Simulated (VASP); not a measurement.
A run of VASP 6.6.1 is set up as follows.

INCAR

```
SYSTEM = MgH2
PREC     = Accurate       ! precision mode
ENCUT    = 600            ! plane-wave cutoff, eV
EDIFF    = 1E-7           ! SCF threshold, eV
ISMEAR   = -1             ! smearing method
SIGMA    = 0.02           ! smearing width, eV
LREAL    = .False.        ! projectors in reciprocal space
LASPH    = .True.         ! aspherical terms in the spheres
NELM     = 60             ! most SCF steps
ALGO     = Normal         ! electronic algorithm
ISIF     = 3              ! what is computed and relaxed
LWAVE    = .False.        ! write WAVECAR
LCHARG   = .False.        ! write CHGCAR
GGA      = PS             ! functional
IBRION   = 2              ! ionic algorithm
NSW      = 80             ! ionic steps
EDIFFG   = -0.005         ! ionic threshold
```

KPOINTS

```
Automatic mesh
0
Gamma
  6 6 8
  0 0 0
```

POSCAR

```
MgH2
1.0
    4.5178551155      0.0000000000      0.0000000000
    0.0000000000      4.5178551155      0.0000000000
    0.0000000000      0.0000000000      3.0120664636
Mg H
2 4
Direct
    0.0000000000      0.0000000000      0.0000000000
    0.5000000000      0.5000000000      0.5000000000
    0.3044392696      0.3044392696      0.0000000000
    0.1955607304      0.8044392696      0.5000000000
    0.6955607304      0.6955607304      0.0000000000
    0.8044392696      0.1955607304      0.5000000000
```

Potentials or basis: VASP PAW PBE potentials, release 64 (Mg, H).

Run with:

```console
$ cat potpaw_PBE.64/Mg/POTCAR potpaw_PBE.64/H/POTCAR > POTCAR
$ mpirun -np 1 vasp_std > vasp.out
```

(1) Estimate the relaxed cell.

(2) Predict the space group after relaxing (to 0.05 Å).

(3) Predict the relaxed volume.

(4) What does it give for the band gap on the k mesh?

## Answers

(1) a = 4.473 Å, b = 4.473 Å, c = 3.005 Å, α = 90.00°, β = 90.00°, γ = 90.00°.

(2) P4_2/mnm (No. 136).

(3) 10.02 Å³/atom.

(4) 3.58 eV, indirect (least direct gap 4.41 eV).

Caveat: the PAW data sets were made with another functional, which shifts forces and pressure a little.
